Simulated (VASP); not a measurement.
Write the native input for VASP 6.6.1 that does the following.

```yaml
Task: single point
Functional: BLYP
Potentials_or_basis: VASP PAW PBE potentials, release 64 (Ni, Si)
Cutoff: 520 eV
k_mesh: 9 × 9 × 9
Occupations: fermi-dirac, width 0.05 eV
Spin: collinear spin, ferromagnetic start
Starting_moments: "[1.0, 0.0, 0.0] μB"
Dipole_correction: no
Further_INCAR_settings: ALGO = Normal; EDIFF = 1e-07; NBANDS = 20
```

The structure of Si2Ni lies in POSCAR:

```
Si2Ni
1.0
    0.0000000000      2.7030000000      2.7030000000
    2.7030000000      0.0000000000      2.7030000000
    2.7030000000      2.7030000000      0.0000000000
Ni Si
1 2
Direct
    0.0000000000      0.0000000000      0.0000000000
    0.7500000000      0.7500000000      0.7500000000
    0.2500000000      0.2500000000      0.2500000000
```

One way to write it, as run:

INCAR

```
  AGGAC = 1.0
  AGGAX = 1.0
  ALDAC = 0.0
  ALDAX = 1.0
  ALGO = Normal
  EDIFF = 1E-7
  ENCUT = 520
  GGA = B5
  ISIF = 2
  ISMEAR = -1
  ISPIN = 2
  LASPH = T
  LCHARG = F
  LMAXMIX = 4
  LORBIT = 11
  LREAL = F
  LWAVE = F
  MAGMOM = 1 0 0
  NBANDS = 20
  NELM = 150
  PREC = Accurate
  SIGMA = 0.05
```

KPOINTS

```
k-points
0
Gamma
  9 9 9
```

Potentials or basis: VASP PAW PBE potentials, release 64 (Ni, Si).

Command:

```sh
$ cat potpaw_PBE.64/Ni/POTCAR potpaw_PBE.64/Si/POTCAR > POTCAR
$ mpirun -np 1 vasp_std > vasp.out
```

Results of the run:

| Quantity | Value |
| --- | --- |
| Pressure | 11.7 GPa |
| Band gap on the k mesh | zero (filled and empty bands overlap) |
| Net moment | 0.00 μB per cell |
| Valence electrons inside the program's atomic spheres | Ni 9.84; Si 1.61 |

Caveat: the PAW data sets were made with another functional, which shifts forces and pressure a little.

Run time: 63 s on 1 thread of Intel(R) Xeon(R) Platinum 8259CL CPU @ 2.50GHz (Skylake/Cascade Lake) (shared host), peak memory 0.19 GiB.
